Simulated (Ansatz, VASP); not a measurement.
## CdSe in VASP and in Ansatz

The input INCAR:

```
SYSTEM = CdSe
PREC     = Accurate       ! precision mode
ENCUT    = 520            ! plane-wave cutoff, eV
EDIFF    = 1E-6           ! SCF threshold, eV
ISMEAR   = -1             ! smearing method
SIGMA    = 0.03           ! smearing width, eV
LREAL    = .False.        ! projectors in reciprocal space
LASPH    = .True.         ! aspherical terms in the spheres
NELM     = 60             ! most SCF steps
ALGO     = Normal         ! electronic algorithm
ISIF     = 2              ! what is computed and relaxed
LWAVE    = .False.        ! write WAVECAR
LCHARG   = .False.        ! write CHGCAR
GGA      = PE             ! functional
NBANDS   = 16             ! bands
```

File KPOINTS:

```
regular mesh
0
Gamma
  8 8 8
  0 0 0
```

Contents of POSCAR:

```
CdSe
1.0
    0.0000000000      3.0906047130      3.0906047130
    3.0906047130      0.0000000000      3.0906047130
    3.0906047130      3.0906047130      0.0000000000
Cd Se
1 1
Direct
    0.0000000000      0.0000000000      0.0000000000
    0.2500000000      0.2500000000      0.2500000000
```

Input for Ansatz:

```yaml
crystal:
  lattice:
    - [0.0, 3.090604713, 3.090604713]
    - [3.090604713, 0.0, 3.090604713]
    - [3.090604713, 3.090604713, 0.0]
  atoms:
    - { symbol: Cd, position: [0.0, 0.0, 0.0] }
    - { symbol: Se, position: [0.25, 0.25, 0.25] }
kpoints:
  mp_grid: { grid: [8, 8, 8] }
  band_path:
    path:
      - [0.0, 0.0, 0.0]
      - [-0.5, -0.5, 0.0]
      - [-0.375, -0.375, 0.25]
      - [-0.375, 0.0, 0.375]
      - [0.0, 0.0, 0.0]
      - [0.0, 0.0, 0.5]
      - [-0.5, -0.25, 0.25]
      - [-0.5, -0.5, 0.0]
    npoints: 5
scf:
  occupations: { method: fermi_dirac, width: 0.03 }
hamiltonian:
  xc: pbe
  pseudopotentials: { kind: all_electron, lapw: { basis_error: 0.001 } }
output:
  forces: true
  stress: true
  eigenvalues: true
```

Change from the starting cell: volume scaled by 1.02.

Alike in both runs: task single point; functional PBE; k mesh 8 × 8 × 8; occupations fermi-dirac, width 0.03 eV; no spin polarisation.

```csv
,VASP,Ansatz
version,VASP 6.6.1,Ansatz 0.2.0
potentials or method,"VASP PAW PBE potentials, release 64 (Cd, Se), cutoff 520 eV","all-electron LAPW, scalar-relativistic"
```

```tsv
	VASP	Ansatz	Ansatz less VASP
pressure (GPa)	0.6	0.3	-0.24
```

Ansatz ran all-electron here, and VASP with PAW potentials.
